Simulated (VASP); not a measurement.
# SnTe (P6_3mc) in VASP: notebook

SnTe is run at these levels: PBE, r2SCAN; tasks: single point.

All numbers are computed with VASP 6.6.1; they aren't measurements. Logs are shortened: lines on timing, memory, paths and dates and some standing lists are left out, and cuts for length are marked.

**1. The cell of the first run**

The structure is hexagonal, space group P6_3mc (No. 186). Conventional cell: a = 5.480 Å, b = 5.480 Å, c = 6.575 Å, α = 90.00°, β = 90.00°, γ = 120.00°. Within 4.1 Å of Sn (site symmetry 3m) lie 5 Te at 3.13 to 3.45 Å. Within 4.1 Å of Te (site symmetry 3m) lie 5 Sn at 3.13 to 3.45 Å.

**2. Single point, PBE (42.75 Å³/atom)**

Input file INCAR:

```
  PREC = Accurate
  ENCUT = 520
  EDIFF = 1E-7
  ISMEAR = 0
  SIGMA = 0.01
  LREAL = False
  LASPH = True
  NELM = 100
  ALGO = Normal
  ISIF = 2
  LWAVE = False
  LCHARG = False
  GGA = PE
  NBANDS = 28
```

Input file KPOINTS:

```
regular mesh
0
Gamma
  6 6 4
```

Input file POSCAR:

```
SnTe
1.0
    5.4798695777      0.0000000000      0.0000000000
   -2.7399347889      4.7457062637      0.0000000000
    0.0000000000      0.0000000000      6.5754777167
Sn Te
2 2
Direct
    0.3333333333      0.6666666667     -0.0502760678
    0.6666666667      0.3333333333      0.4497239322
    0.3333333333      0.6666666667      0.4252760678
    0.6666666667      0.3333333333      0.9252760678
```

Potentials or basis: VASP PAW PBE potentials, release 64 (Sn_d, Te).

Launch:

```
$ cat potpaw_PBE.64/Sn_d/POTCAR potpaw_PBE.64/Te/POTCAR > POTCAR
$ mpirun -np 1 vasp_std > vasp.out
```

OUTCAR:

```text
PREC = Accurate
   ENCUT = 520
   EDIFF = 1E-7
   ISMEAR = 0
   LREAL = False
   LASPH = True
   NELM = 100
   ISIF = 2
   GGA = PE

 ion  position               nearest neighbor table
   1  0.333  0.667  0.950-   3 3.13   4 3.17   4 3.17   4 3.17   3 3.45
   2  0.667  0.333  0.450-   4 3.13   3 3.17   3 3.17   3 3.17   4 3.45
   3  0.333  0.667  0.425-   1 3.13   2 3.17   2 3.17   2 3.17   1 3.45
   4  0.667  0.333  0.925-   2 3.13   1 3.17   1 3.17   1 3.17   2 3.45

  LATTYP: Found a hexagonal cell.
 ALAT       =     5.4798695777
 C/A-ratio  =     1.1999332509

  Lattice vectors:

 A1 = (   5.4798695777,   0.0000000000,   0.0000000000)
 A2 = (  -2.7399347889,   4.7457062637,   0.0000000000)
 A3 = (   0.0000000000,   0.0000000000,   6.5754777167)

Analysis of symmetry for initial positions (statically):
=====================================================================
 Subroutine PRICEL returns:
 Original cell was already a primitive cell.

 Routine SETGRP: Setting up the symmetry group for a
 hexagonal supercell.

 Subroutine GETGRP returns: Found 12 space group operations
 (whereof  6 operations were pure point group operations)
 out of a pool of 24 trial point group operations.

The static configuration has the point symmetry C_3v.
 The point group associated with its full space group is C_6v.

Analysis of symmetry for dynamics (positions and initial velocities):
=====================================================================
 Subroutine PRICEL returns:
 Original cell was already a primitive cell.

 Routine SETGRP: Setting up the symmetry group for a
 hexagonal supercell.

 Subroutine GETGRP returns: Found 12 space group operations
 (whereof  6 operations were pure point group operations)
 out of a pool of 24 trial point group operations.

The dynamic configuration has the point symmetry C_3v.
 The point group associated with its full space group is C_6v.

 Subroutine INISYM returns: Found 12 space group operations
 (whereof  6 operations are pure point group operations),
 and found     1 'primitive' translations

----------------------------------------------------------------------------------------

                                     Primitive cell

  volume of cell :     171.0009

  direct lattice vectors                    reciprocal lattice vectors
     5.479869578  0.000000000  0.000000000     0.182486095  0.105358396  0.000000000
    -2.739934789  4.745706264  0.000000000     0.000000000  0.210716792  0.000000000
     0.000000000  0.000000000  6.575477717     0.000000000  0.000000000  0.152080205

  length of vectors
     5.479869578  5.479869578  6.575477717     0.210716792  0.210716792  0.152080205

  position of ions in fractional coordinates (direct lattice)
     0.333333333  0.666666667  0.949723932
     0.666666667  0.333333333  0.449723932
     0.333333333  0.666666667  0.425276068
     0.666666667  0.333333333  0.925276068

  ion indices of the primitive-cell ions
   primitive index   ion index
                 1           1
                 2           2
                 3           3
                 4           4

----------------------------------------------------------------------------------------

 KPOINTS: regular mesh

Automatic generation of k-mesh.
 Grid dimensions read from file:
 generate k-points for:    6    6    4

 Generating k-lattice:

  Cartesian coordinates                     Fractional coordinates (reciprocal lattice)
     0.030414349  0.017559733  0.000000000     0.166666667 -0.000000000  0.000000000
     0.000000000  0.035119465  0.000000000     0.000000000  0.166666667  0.000000000
     0.000000000  0.000000000  0.038020051     0.000000000  0.000000000  0.250000000

  Length of vectors
     0.035119465  0.035119465  0.038020051

  Shift w.r.t. Gamma in fractional coordinates (k-lattice)
     0.000000000  0.000000000  0.000000000

 Subroutine IBZKPT returns following result:
 ===========================================

 Found     21 irreducible k-points:

 Following reciprocal coordinates:
            Coordinates               Weight
  0.000000  0.000000  0.000000      1.000000
  0.166667  0.000000  0.000000      6.000000
  0.333333  0.000000  0.000000      6.000000
  0.500000  0.000000  0.000000      3.000000
  0.166667  0.166667  0.000000      6.000000
  0.333333  0.166667  0.000000     12.000000
[... 13 lines left out ...]
  0.333333  0.166667  0.500000     12.000000
  0.333333  0.333333  0.500000      2.000000
   k-points           NKPTS =     21   k-points in BZ     NKDIM =     21   number of bands    NBANDS=     28
   number of dos      NEDOS =    301   number of ions     NIONS =      4
   total plane-waves  NPLWV =  88200
   dimension x,y,z NGX =    42 NGY =   42 NGZ =   50
   dimension x,y,z NGXF=    84 NGYF=   84 NGZF=  100
   ions per type =               2   2
   NGX,Y,Z   is equivalent  to a cutoff of  12.74, 12.74, 12.64 a.u.
   NGXF,Y,Z  is equivalent  to a cutoff of  25.48, 25.48, 25.28 a.u.
 SYSTEM =  unknown system
   PREC   = accura    normal or accurate (medium, high low for compatibility)
   ISTART =      0    job   : 0-new  1-cont  2-samecut
   ICHARG =      2    charge: 1-file 2-atom 10-const
   ISPIN  =      1    spin polarized calculation?
   LNONCOLLINEAR =      F non collinear calculations
   LSORBIT =      F    spin-orbit coupling
   LASPH  =      T    aspherical Exc in radial PAW
   ENCUT  =  520.0 eV  38.22 Ry    6.18 a.u.  10.19 10.19 12.23*2*pi/ulx,y,z
   NELM   =    100;   NELMIN=  2; NELMDL= -5     # of ELM steps
   EDIFF  = 0.1E-06   stopping-criterion for ELM
   LREAL  =      F    real-space projection
   EDIFFG = 0.1E-05   stopping-criterion for IOM
   NSW    =      0    number of steps for IOM
   IBRION =     -1    ionic relax: 0-MD 1-quasi-New 2-CG
   NFREE  =      0    steps in history (QN), initial steepest desc. (CG)
   ISIF   =      2    stress and relaxation
   ISYM   =      2    0-nonsym 1-usesym 2-fastsym
   POTIM  = 0.5000    time-step for ionic-motion
   TEBEG  =    0.0;   TEEND  =   0.0 temperature during run
   PSTRESS=    0.0 pullay stress
   NELECT =      40.0000    total number of electrons
   NUPDOWN=      -1.0000    fix difference up-down
   EMIN   =  10.00;   EMAX   =-10.00  energy-range for DOS
   EFERMI =   0.00;   METHOD = LEGACY
   ISMEAR =     0;   SIGMA  =   0.01  broadening in eV -4-tet -1-fermi 0-gaus
   EFERMI_NEDOS =   21; number of points for ismear=-14 and -15
   IALGO  =     38    algorithm
   IMIX   =      4    mixing-type and parameters
     AMIX     =   0.40;   BMIX     =  1.00
     AMIX_MAG =   1.60;   BMIX_MAG =  1.00
  volume/ion in A,a.u.               =      42.75       288.49
  Fermi-wavevector in a.u.,A,eV,Ry     =   1.008700  1.906167 13.843598  1.017476
  Thomas-Fermi vector in A             =   2.141583
   LORBIT       =      0    0 simple, 1 ext, 2 COOP (PROOUT), +10 PAW based schemes
   GGA     = PE    functional components
   LHFCALC =     F    Hartree Fock is set to
   AEXX    =    0.0000 exact exchange contribution
   IVDW    =     0    specifies the selected vdW correction
   LEPSILON=     F    determine dielectric tensor
   LRPA    =     F    only Hartree local field effects (RPA)
 non-spin polarized calculation
 Gauss-broadening in eV      SIGMA  =   0.01
  energy-cutoff  :      520.00
  volume of cell :      171.00
 maximum number of plane-waves:      4644
 NGX is ok and might be reduce to    42
   NGX = 21   NGY = 21   NGZ = 25

 number of electron      40.0000014 magnetization

 Free energy of the ion-electron system (eV)
  ---------------------------------------------------
  ext. energy  EPLUGINS =         0.00000000
  ---------------------------------------------------
  free energy    TOTEN  =       -14.65209027 eV

  energy without entropy =      -14.65209027  energy(sigma->0) =      -14.65209027

 E-fermi :   3.9047     XC(G=0):  -7.8523

 val. band max:        3.8021730724   @ k =   0.3333   0.3333   0.5000
 cond. band min:       4.4979030727   @ k =   0.3333   0.3333   0.5000
 fundamental gap:      0.6957300003
 Fermi energy:         3.9046894853

 k-point     1 :       0.0000    0.0000    0.0000
  band No.  band energies     occupation
      1     -17.9253      2.00000
      2     -17.9253      2.00000
      3     -17.9250      2.00000
      4     -17.9250      2.00000
      5     -17.9201      2.00000
      6     -17.9139      2.00000
[... 20 lines left out ...]
     27       8.6624      0.00000
     28       8.6624      0.00000

 k-point     2 :       0.1667    0.0000    0.0000
  band No.  band energies     occupation
      1     -17.9263      2.00000
      2     -17.9253      2.00000
      3     -17.9252      2.00000
      4     -17.9245      2.00000
      5     -17.9187      2.00000
      6     -17.9140      2.00000
[... 20 lines left out ...]
     27       8.5233      0.00000
     28       8.8268      0.00000

 k-point     3 :       0.3333    0.0000    0.0000
  band No.  band energies     occupation
      1     -17.9275      2.00000
      2     -17.9256      2.00000
      3     -17.9249      2.00000
      4     -17.9237      2.00000
      5     -17.9162      2.00000
      6     -17.9144      2.00000
[... 20 lines left out ...]
     27       8.3023      0.00000
     28       8.8561      0.00000

 k-point     4 :       0.5000    0.0000    0.0000
  band No.  band energies     occupation
      1     -17.9280      2.00000
      2     -17.9258      2.00000
      3     -17.9247      2.00000
      4     -17.9233      2.00000
      5     -17.9147      2.00000
      6     -17.9146      2.00000
[... 485 lines left out ...]
     27       9.8775      0.00000
     28       9.8775      0.00000

 k-point    20 :       0.3333    0.1667    0.5000
  band No.  band energies     occupation
      1     -17.9259      2.00000
      2     -17.9259      2.00000
      3     -17.9242      2.00000
      4     -17.9242      2.00000
      5     -17.9151      2.00000
      6     -17.9151      2.00000
[... 20 lines left out ...]
     27       8.9994      0.00000
     28       8.9994      0.00000

 k-point    21 :       0.3333    0.3333    0.5000
  band No.  band energies     occupation
      1     -17.9259      2.00000
      2     -17.9259      2.00000
      3     -17.9241      2.00000
      4     -17.9241      2.00000
      5     -17.9151      2.00000
      6     -17.9151      2.00000
[... 20 lines left out ...]
     27       8.6434      0.00000
     28       8.6434      0.00000

------------------------ aborting loop because EDIFF is reached ----------------------------------------

  FORCE on cell =-STRESS in cart. coord.  units (eV):
  Direction    XX          YY          ZZ          XY          YZ          ZX
  --------------------------------------------------------------------------------------
  -------------------------------------------------------------------------------------
  Total       -0.8978549     -0.8978549     -0.9135687      0.0000000      0.0000000      0.0000000
  in kB       -8.4123697     -8.4123697     -8.5595983      0.0000000      0.0000000      0.0000000
  external PRESSURE =      -8.4614459 kB  Pullay stress =       0.0000000 kB

 VOLUME and BASIS-vectors are now :
 -----------------------------------------------------------------------------
  energy-cutoff  :      520.00
  volume of cell :      171.00
      direct lattice vectors                 reciprocal lattice vectors
     5.479869578  0.000000000  0.000000000     0.182486095  0.105358396  0.000000000
    -2.739934789  4.745706264  0.000000000     0.000000000  0.210716792  0.000000000
     0.000000000  0.000000000  6.575477717     0.000000000  0.000000000  0.152080205

 POSITION                                       TOTAL-FORCE (eV/Angst)
 -----------------------------------------------------------------------------------
     -0.00000      3.16380      6.24489        -0.000000     -0.000000      0.037645
      2.73993      1.58190      2.95715         0.000000      0.000000      0.037645
     -0.00000      3.16380      2.79639         0.000000     -0.000000     -0.037645
      2.73993      1.58190      6.08413        -0.000000     -0.000000     -0.037645
 -----------------------------------------------------------------------------------
    total drift:                                0.000000      0.000000      0.000025

  FREE ENERGIE OF THE ION-ELECTRON SYSTEM (eV)
  ---------------------------------------------------
  free  energy   TOTEN  =       -14.6520902746 eV

  energy  without entropy=      -14.6520902746  energy(sigma->0) =      -14.65209027
```

It took 2.7 min on 1 thread of Intel Xeon Platinum 8259CL at 2.50GHz (Skylake/Cascade Lake), shared host; peak memory 0.32 GiB.

Results:

```
Free energy            : -14.6521 eV
Pressure               : -0.8 GPa
Largest force          : 0.038 eV/Å
Band gap on the k mesh : 0.70 eV
```

Forces on the atoms (eV/Å):
```
Sn   0.000  0.000  0.038
Sn   0.000  0.000  0.038
Te   0.000  0.000 -0.038
Te   0.000  0.000 -0.038
```

Levels at points of the mesh, in eV from the valence-band top:
| k point | band 16 | band 17 | band 18 | band 19 | band 20 | band 21 | band 22 | band 23 | band 24 | band 25 |
| --- | --- | --- | --- | --- | --- | --- | --- | --- | --- | --- |
| (0.00, 0.00, 0.00) | -3.11 | -3.11 | -1.83 | -1.83 | -1.79 | 0.76 | 0.76 | 2.30 | 2.30 | 3.39 |
| (0.50, 0.00, 0.00) | -3.65 | -2.89 | -2.20 | -2.09 | -0.57 | 1.80 | 2.70 | 3.05 | 3.61 | 4.24 |
| (0.00, 0.00, 0.50) | -2.53 | -2.53 | -2.53 | -1.46 | -1.46 | 1.28 | 1.28 | 1.28 | 1.28 | 1.84 |
| (0.50, 0.00, 0.50) | -3.03 | -1.85 | -1.85 | -0.78 | -0.78 | 0.80 | 0.80 | 2.34 | 2.34 | 3.31 |

Caveat: spin-orbit coupling is left out, which moves the levels of the heavy elements.

**3. Single point, PBE (44.00 Å³/atom)**

This run uses another cell than the first one, of 44.00 Å³/atom.

Input file INCAR:

```
SYSTEM = SnTe
PREC = Accurate ; ENCUT = 520
EDIFF = 1E-6 ; ISMEAR = 0
SIGMA = 0.01 ; LREAL = .False.
LASPH = .True. ; NELM = 80
ALGO = Normal ; ISIF = 2
LWAVE = .False. ; LCHARG = .True.
GGA = PE ; LELF = .True.
LVHAR = .True. ; NBANDS = 28
```

Input file KPOINTS:

```
regular mesh
0
Gamma
  6 6 4
  0 0 0
```

Input file POSCAR:

```
SnTe
1.0
    5.5325638639      0.0000000000      0.0000000000
   -2.7662819320      4.7913408542      0.0000000000
    0.0000000000      0.0000000000      6.6387073429
Sn Te
2 2
Direct
    0.3333333333      0.6666666667     -0.0502760678
    0.6666666667      0.3333333333      0.4497239322
    0.3333333333      0.6666666667      0.4252760678
    0.6666666667      0.3333333333      0.9252760678
```

Potentials or basis: VASP PAW PBE potentials, release 64 (Sn_d, Te).

Launch:

```
$ cat potpaw_PBE.64/Sn_d/POTCAR potpaw_PBE.64/Te/POTCAR > POTCAR
$ mpirun -np 1 vasp_std > vasp.out
```

Run time: 2.3 min. Hardware: 1 thread of Intel Xeon Platinum 8259CL at 2.50GHz (Skylake/Cascade Lake), shared host; peak memory 0.33 GiB.

It converged, with:

| Property | Result |
| --- | --- |
| Free energy | -14.6151 eV |
| Pressure | -1.6 GPa |
| Largest force | 0.076 eV/Å |
| Band gap on the k mesh | 0.74 eV |

Forces on the atoms (eV/Å):
```
Sn   0.000  0.000  0.076
Sn   0.000  0.000  0.076
Te   0.000  0.000 -0.076
Te   0.000  0.000 -0.076
```

Levels at points of the mesh, in eV from the valence-band top:
```csv
k point,band 17,band 18,band 19,band 20,band 21,band 22,band 23,band 24
"(0.00, 0.00, 0.00)",-2.95,-1.72,-1.72,-1.68,0.85,0.85,2.33,2.33
"(0.50, 0.00, 0.00)",-2.73,-2.07,-1.98,-0.53,1.80,2.71,2.98,3.61
"(0.00, 0.00, 0.50)",-2.39,-2.39,-1.38,-1.38,1.35,1.35,1.35,1.35
"(0.50, 0.00, 0.50)",-1.73,-1.73,-0.73,-0.73,0.84,0.84,2.31,2.31
```

Caveat: spin-orbit coupling is left out, which moves the levels of the heavy elements.

[end of part 1 of 2]
